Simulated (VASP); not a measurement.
Here is a VASP 6.6.1 calculation.

File POSCAR:

```
Ru
1.0
    3.3793162485      0.0000000000      0.0000000000
   -1.6896581242      2.9265737186      0.0000000000
    0.0000000000      0.0000000000      5.5758718100
Ru
4
Direct
    0.3333333333      0.6666666667      0.4375000000
    0.6666666667      0.3333333333      0.9375000000
    0.6666666667      0.3333333333      0.5625000000
    0.3333333333      0.6666666667      0.0625000000
```

INCAR.step1

```
ALGO = Normal
EDIFF = 1E-4
ENCUT = 600
GGA = PE
ISMEAR = 0
LASPH = True
LCHARG = False
LREAL = False
LWAVE = True
NELM = 60
PREC = Accurate
SIGMA = 0.1
```

File INCAR.step2:

```
ALGO = Normal
EDIFF = 1E-6
EDIFFG = -0.04
ENCUT = 600
IBRION = 2
ISIF = 3
ISMEAR = 0
ISTART = 1
LASPH = True
LCHARG = False
LMIXTAU = True
LREAL = False
LWAVE = False
METAGGA = R2SCAN
NELM = 60
NSW = 90
PREC = Accurate
SIGMA = 0.1
```

Contents of KPOINTS:

```
k-points
0
Gamma
  6 6 4
```

Potentials or basis: VASP PAW PBE potentials, release 64 (Ru_pv).

Launch:

```sh
$ cat potpaw_PBE.64/Ru_pv/POTCAR > POTCAR
$ cp INCAR.step1 INCAR
$ mpirun -np 1 vasp_std > vasp.out
$ cp INCAR.step2 INCAR
$ mpirun -np 1 vasp_std > vasp.out
```

Problem. What does it give for the band gap on the k mesh?

Solution. Zero (bands 28 and 29 overlap by 0.23 eV).

Problem. What does it give for the relaxed cell?

Solution. a = 3.820 Å, b = 3.820 Å, c = 6.301 Å, α = 90.00°, β = 90.00°, γ = 120.00°.

Problem. Predict the relaxed volume.

Solution. 19.91 Å³/atom.

Stress tensor (GPa, compression positive):
```
 0.08  0.00  0.00
 0.00  0.08  0.00
 0.00  0.00 -0.24
```

Caveat: the volume moved by over 15 % at a fixed basis, so the end points are rough; the PAW data sets were made with another functional, which shifts forces and pressure a little.
